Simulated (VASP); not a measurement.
## InSb (rocksalt type): density of states with PBE

InSb (rocksalt type):

```xyz
2
Lattice="0.0000 2.8546 2.8546 2.8546 0.0000 2.8546 2.8546 2.8546 0.0000" Properties=species:S:1:pos:R:3 pbc="T T T"
In    0.0000    0.0000    0.0000
Sb    2.8546    2.8546    2.8546
```

This cell differs from its parent crystal: volume scaled by 0.8.

```yaml
Program: VASP 6.6.1
Task: density of states
Functional: PBE
Potentials_or_basis: VASP PAW PBE potentials, release 64 (In_d, Sb)
Cutoff: 520 eV
k_mesh: 11 × 11 × 11
Occupations: fermi-dirac, width 0.05 eV
Spin: no spin polarisation
Dipole_correction: no
k_mesh_for_the_DOS: 17 × 17 × 17
Occupations_for_the_DOS: tetrahedron
Further_INCAR_settings: ALGO = Normal; EDIFF = 1e-07
```

| Item | Value |
| --- | --- |
| Valence electrons inside the program's atomic spheres | In 11.55; Sb 2.54 |

Levels at points of the mesh, in eV from the Fermi level:
| k point | band 5 | band 6 | band 7 | band 8 | band 9 | band 10 | band 11 | band 12 | band 13 |
| --- | --- | --- | --- | --- | --- | --- | --- | --- | --- |
| (0.00, 0.00, 0.00) | -14.79 | -12.58 | -0.13 | -0.13 | -0.13 | 1.32 | 6.29 | 6.29 | 6.29 |

Run time: 2.9 min on 1 thread of AMD EPYC 7R43 64-Core Processor (Zen 3) (shared host), peak memory 0.21 GiB.

Caveat: spin-orbit coupling is left out, which moves the levels of the heavy elements.
